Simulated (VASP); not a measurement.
# BeS (P4_2/mbc) in VASP: relaxation of cell and atoms with PBE

Aim: the relaxation of cell and atoms of BeS with PBE.

Everything below comes from runs of VASP 6.6.1. Logs are shortened: lines on timing, memory, paths and dates and some standing lists are left out, and cuts for length are marked.

## Step 1: The cell of the first run

The structure is tetragonal, space group P4_2/mbc (No. 135). The conventional cell has a = 11.100 Å, b = 11.100 Å, c = 3.408 Å, α = 90.00°, β = 90.00°, γ = 90.00°. Be (site symmetry m) has 3 S at 2.02 to 2.03 Å within 2.7 Å. S (site symmetry m) has 3 Be at 2.02 to 2.03 Å within 2.7 Å.

The cell was generated, and may not be a known phase.

## Step 2: Relaxation of cell and atoms, PBE

The input, INCAR:

```
PREC = Accurate
ENCUT = 600
EDIFF = 1E-6
ISMEAR = 0
SIGMA = 0.02
LREAL = Auto
LASPH = True
NELM = 60
ALGO = Normal
ISIF = 3
LWAVE = False
LCHARG = False
GGA = PE
IBRION = 2
NSW = 100
EDIFFG = -0.01
```

The input, KPOINTS:

```
Automatic mesh
0
Gamma
  2 2 8
```

The input, POSCAR:

```
BeS
1.0
   11.0998749706      0.0000000000      0.0000000000
    0.0000000000     11.0998749706      0.0000000000
    0.0000000000      0.0000000000      3.4080806454
Be S
8 8
Direct
    0.5745160110      0.6298890728      0.0000000000
    0.8701109272      0.9254839890      0.5000000000
    0.4254839890      0.3701109272      0.0000000000
    0.1298890728      0.0745160110      0.5000000000
    0.6298890728      0.4254839890      0.5000000000
    0.9254839890      0.1298890728      0.0000000000
    0.3701109272      0.5745160110      0.5000000000
    0.0745160110      0.8701109272      0.0000000000
    0.0026252816      0.8011045600      0.5000000000
    0.3011045600      0.5026252816      0.0000000000
    0.9973747184      0.1988954400      0.5000000000
    0.6988954400      0.4973747184      0.0000000000
    0.1988954400      0.0026252816      0.0000000000
    0.4973747184      0.3011045600      0.5000000000
    0.8011045600      0.9973747184      0.0000000000
    0.5026252816      0.6988954400      0.5000000000
```

Potentials or basis: VASP PAW PBE potentials, release 64 (Be, S).

Run with:

```bash
$ cat potpaw_PBE.64/Be/POTCAR potpaw_PBE.64/S/POTCAR > POTCAR
$ mpirun -np 1 vasp_std > vasp.out
```

OUTCAR:

```text
PREC = Accurate
   ENCUT = 600
   EDIFF = 1E-6
   ISMEAR = 0
   LREAL = Auto
   LASPH = True
   NELM = 60
   ISIF = 3
   GGA = PE
   IBRION = 2
   NSW = 100
   EDIFFG = -0.01

 ion  position               nearest neighbor table
   1  0.575  0.630  0.000-  12 2.02  16 2.03  16 2.03
   2  0.870  0.925  0.500-   9 2.02  15 2.03  15 2.03
   3  0.425  0.370  0.000-  10 2.02  14 2.03  14 2.03
   4  0.130  0.075  0.500-  11 2.02  13 2.03  13 2.03
   5  0.630  0.425  0.500-  14 2.02  12 2.03  12 2.03
   6  0.925  0.130  0.000-  15 2.02  11 2.03  11 2.03
[... 8 lines left out ...]
  15  0.801  0.997  0.000-   6 2.02   2 2.03   2 2.03
  16  0.503  0.699  0.500-   7 2.02   1 2.03   1 2.03

  LATTYP: Found a simple tetragonal cell.
 ALAT       =    11.0998749706
 C/A-ratio  =     0.3070377508

  Lattice vectors:

 A1 = (  11.0998749706,   0.0000000000,   0.0000000000)
 A2 = (   0.0000000000,  11.0998749706,   0.0000000000)
 A3 = (   0.0000000000,   0.0000000000,   3.4080806454)

Analysis of symmetry for initial positions (statically):
=====================================================================
 Subroutine PRICEL returns:
 Original cell was already a primitive cell.

 Routine SETGRP: Setting up the symmetry group for a
 simple tetragonal supercell.

 Subroutine GETGRP returns: Found 16 space group operations
 (whereof  4 operations were pure point group operations)
 out of a pool of 16 trial point group operations.

The static configuration has the point symmetry C_2h.
 The point group associated with its full space group is D_4h.

Analysis of symmetry for dynamics (positions and initial velocities):
=====================================================================
 Subroutine PRICEL returns:
 Original cell was already a primitive cell.

 Routine SETGRP: Setting up the symmetry group for a
 simple tetragonal supercell.

 Subroutine GETGRP returns: Found 16 space group operations
 (whereof  4 operations were pure point group operations)
 out of a pool of 16 trial point group operations.

The dynamic configuration has the point symmetry C_2h.
 The point group associated with its full space group is D_4h.

 Subroutine INISYM returns: Found 16 space group operations
 (whereof  4 operations are pure point group operations),
 and found     1 'primitive' translations

----------------------------------------------------------------------------------------

                                     Primitive cell

  volume of cell :     419.9002

  direct lattice vectors                    reciprocal lattice vectors
    11.099874971  0.000000000  0.000000000     0.090091105  0.000000000  0.000000000
     0.000000000 11.099874971  0.000000000     0.000000000  0.090091105  0.000000000
     0.000000000  0.000000000  3.408080645     0.000000000  0.000000000  0.293420287

  length of vectors
    11.099874971 11.099874971  3.408080645     0.090091105  0.090091105  0.293420287

  position of ions in fractional coordinates (direct lattice)
     0.574516011  0.629889073  0.000000000
     0.870110927  0.925483989  0.500000000
     0.425483989  0.370110927  0.000000000
     0.129889073  0.074516011  0.500000000
     0.629889073  0.425483989  0.500000000
     0.925483989  0.129889073  0.000000000
[... 8 lines left out ...]
     0.801104560  0.997374718  0.000000000
     0.502625282  0.698895440  0.500000000

  ion indices of the primitive-cell ions
   primitive index   ion index
[... 88 lines left out ...]
   PSTRESS=    0.0 pullay stress
   NELECT =      64.0000    total number of electrons
   NUPDOWN=      -1.0000    fix difference up-down
   EMIN   =  10.00;   EMAX   =-10.00  energy-range for DOS
   EFERMI =   0.00;   METHOD = LEGACY
   ISMEAR =     0;   SIGMA  =   0.02  broadening in eV -4-tet -1-fermi 0-gaus
   EFERMI_NEDOS =   21; number of points for ismear=-14 and -15
   IALGO  =     38    algorithm
   IMIX   =      4    mixing-type and parameters
     AMIX     =   0.40;   BMIX     =  1.00
     AMIX_MAG =   1.60;   BMIX_MAG =  1.00
  volume/ion in A,a.u.               =      26.24       177.10
  Fermi-wavevector in a.u.,A,eV,Ry     =   0.874486  1.652539 10.404723  0.764726
  Thomas-Fermi vector in A             =   1.994024
   LORBIT       =      0    0 simple, 1 ext, 2 COOP (PROOUT), +10 PAW based schemes
   GGA     = PE    functional components
   LHFCALC =     F    Hartree Fock is set to
   AEXX    =    0.0000 exact exchange contribution
   IVDW    =     0    specifies the selected vdW correction
   LEPSILON=     F    determine dielectric tensor
   LRPA    =     F    only Hartree local field effects (RPA)
 conjugate gradient relaxation of ions
 non-spin polarized calculation
 Gauss-broadening in eV      SIGMA  =   0.02
  energy-cutoff  :      600.00
  volume of cell :      419.90
 maximum number of plane-waves:     14094
 NGX is ok and might be reduce to    90
   NGX = 45   NGY = 45   NGZ = 13

--------------------------------------- Ionic step        1  -------------------------------------------

 number of electron      64.0000000 magnetization

 Free energy of the ion-electron system (eV)
  ---------------------------------------------------
  ext. energy  EPLUGINS =         0.00000000
  ---------------------------------------------------
  free energy    TOTEN  =       -76.26412204 eV

  energy without entropy =      -76.26412204  energy(sigma->0) =      -76.26412204

------------------------ aborting loop because EDIFF is reached ----------------------------------------

  FORCE on cell =-STRESS in cart. coord.  units (eV):
  Direction    XX          YY          ZZ          XY          YZ          ZX
  --------------------------------------------------------------------------------------
  -------------------------------------------------------------------------------------
  Total        0.0949951      0.0949951      0.0249256      0.0000000     -0.0000000      0.0000000
  in kB        0.3624645      0.3624645      0.0951064      0.0000000     -0.0000000      0.0000000
  external PRESSURE =       0.2733452 kB  Pullay stress =       0.0000000 kB

 VOLUME and BASIS-vectors are now :
 -----------------------------------------------------------------------------
  energy-cutoff  :      600.00
  volume of cell :      419.90
      direct lattice vectors                 reciprocal lattice vectors
    11.099874971  0.000000000  0.000000000     0.090091105  0.000000000  0.000000000
     0.000000000 11.099874971  0.000000000     0.000000000  0.090091105  0.000000000
     0.000000000  0.000000000  3.408080645     0.000000000  0.000000000  0.293420287

 POSITION                                       TOTAL-FORCE (eV/Angst)
 -----------------------------------------------------------------------------------
      6.37706      6.99169      0.00000        -0.005079     -0.003857      0.000000
      9.65812     10.27276      1.70404         0.003857      0.005079      0.000000
      4.72282      4.10819      0.00000         0.005079      0.003857      0.000000
      1.44175      0.82712      1.70404        -0.003857     -0.005079      0.000000
      6.99169      4.72282      1.70404        -0.003857      0.005079      0.000000
     10.27276      1.44175      0.00000         0.005079     -0.003857      0.000000
[... 8 lines left out ...]
      8.89216     11.07073      0.00000        -0.011325      0.002665      0.000000
      5.57908      7.75765      1.70404        -0.002665      0.011325      0.000000
 -----------------------------------------------------------------------------------
    total drift:                                0.000000     -0.000000      0.000000

  FREE ENERGIE OF THE ION-ELECTRON SYSTEM (eV)
  ---------------------------------------------------
  free  energy   TOTEN  =       -76.2641220351 eV

  energy  without entropy=      -76.2641220351  energy(sigma->0) =      -76.26412204

--------------------------------------- Ionic step        2  -------------------------------------------

 number of electron      64.0000000 magnetization

 Free energy of the ion-electron system (eV)
  ---------------------------------------------------
  ext. energy  EPLUGINS =         0.00000000
  ---------------------------------------------------
  free energy    TOTEN  =       -76.26416912 eV

  energy without entropy =      -76.26416912  energy(sigma->0) =      -76.26416912

 E-fermi :  -0.9884     XC(G=0):  -6.6404

 val. band max:       -1.0759662317   @ k =   0.0000   0.0000   0.0000
 cond. band min:       2.5450537562   @ k =   0.0000   0.0000   0.0000
 fundamental gap:      3.6210199880
 Fermi energy:        -0.9883929689

 k-point     1 :       0.0000    0.0000    0.0000
  band No.  band energies     occupation
      1     -13.2626      2.00000
      2     -13.2416      2.00000
      3     -12.6446      2.00000
      4     -12.6446      2.00000
      5     -12.6366      2.00000
      6     -12.6366      2.00000
[... 649 lines left out ...]
     40       3.4603      0.00000
     41       5.7992      0.00000

------------------------ aborting loop because EDIFF is reached ----------------------------------------

  FORCE on cell =-STRESS in cart. coord.  units (eV):
  Direction    XX          YY          ZZ          XY          YZ          ZX
  --------------------------------------------------------------------------------------
  -------------------------------------------------------------------------------------
  Total       -0.0294799     -0.0294799     -0.0758707      0.0000000      0.0000000      0.0000000
  in kB       -0.1124109     -0.1124109     -0.2893060      0.0000000      0.0000000      0.0000000
  external PRESSURE =      -0.1713760 kB  Pullay stress =       0.0000000 kB

 VOLUME and BASIS-vectors are now :
 -----------------------------------------------------------------------------
  energy-cutoff  :      600.00
  volume of cell :      420.17
      direct lattice vectors                 reciprocal lattice vectors
    11.103054262 -0.000000000  0.000000000     0.090065308 -0.000000000  0.000000000
     0.000000000 11.103054262  0.000000000     0.000000000  0.090065308  0.000000000
    -0.000000000 -0.000000000  3.408336779    -0.000000000 -0.000000000  0.293398236

 POSITION                                       TOTAL-FORCE (eV/Angst)
 -----------------------------------------------------------------------------------
      6.37864      6.99351      0.00000        -0.002877     -0.003334      0.000000
      9.66107     10.27594      1.70417         0.003334      0.002877      0.000000
      4.72442      4.10955      0.00000         0.002877      0.003334      0.000000
      1.44198      0.82711      1.70417        -0.003334     -0.002877      0.000000
      6.99351      4.72442      1.70417        -0.003334      0.002877      0.000000
     10.27594      1.44198      0.00000         0.002877     -0.003334      0.000000
[... 8 lines left out ...]
      8.89416     11.07403      0.00000         0.001642      0.003990      0.000000
      5.58055      7.76042      1.70417        -0.003990     -0.001642     -0.000000
 -----------------------------------------------------------------------------------
    total drift:                               -0.000000      0.000000      0.000000

  FREE ENERGIE OF THE ION-ELECTRON SYSTEM (eV)
  ---------------------------------------------------
  free  energy   TOTEN  =       -76.2641691212 eV

  energy  without entropy=      -76.2641691211  energy(sigma->0) =      -76.26416912

 reached required accuracy - stopping structural energy minimisation
```

It took 6.1 min on 1 thread of AMD EPYC 9R45 (Zen 5), shared host; peak memory 0.57 GiB.

Results:

```
Free energy                           : -76.2642 eV
Relaxed volume                        : 26.26 Å³/atom
Relaxed cell                          : a = 11.103 Å, b = 11.103 Å, c = 3.408 Å, α = 90.00°, β = 90.00°, γ = 90.00°
Space group after relaxing (to 0.1 Å) : P4_2/mbc (No. 135)
Energy gained by relaxing             : 0.0 meV/atom
Ionic steps                           : 2
Pressure after relaxing               : 0.0 GPa
Largest force after relaxing          : 0.004 eV/Å
Band gap on the k mesh                : 3.62 eV
```

Forces on the atoms (eV/Å):
```
Be  -0.003 -0.003  0.000
Be   0.003  0.003  0.000
Be   0.003  0.003  0.000
Be  -0.003 -0.003  0.000
Be  -0.003  0.003  0.000
Be   0.003 -0.003  0.000
Be   0.003 -0.003  0.000
Be  -0.003  0.003  0.000
S   -0.004  0.002  0.000
S    0.002 -0.004  0.000
S    0.004 -0.002  0.000
S   -0.002  0.004  0.000
S   -0.002 -0.004  0.000
S    0.004  0.002  0.000
S    0.002  0.004  0.000
S   -0.004 -0.002  0.000
```

Final structure:
```xyz
16
Lattice="11.1031 0.0000 0.0000 0.0000 11.1031 0.0000 0.0000 0.0000 3.4083" Properties=species:S:1:pos:R:3 pbc="T T T"
Be    6.3786    6.9935    0.0000
Be    9.6611   10.2759    1.7042
Be    4.7244    4.1095    0.0000
Be    1.4420    0.8271    1.7042
Be    6.9935    4.7244    1.7042
Be   10.2759    1.4420    0.0000
Be    4.1095    6.3786    1.7042
Be    0.8271    9.6611    0.0000
S     0.0290    8.8942    1.7042
S     3.3426    5.5805    0.0000
S    11.0740    2.2089    1.7042
S     7.7604    5.5225    3.4083
S     2.2089    0.0290    0.0000
S     5.5225    3.3426    1.7042
S     8.8942   11.0740    0.0000
S     5.5805    7.7604    1.7042
```
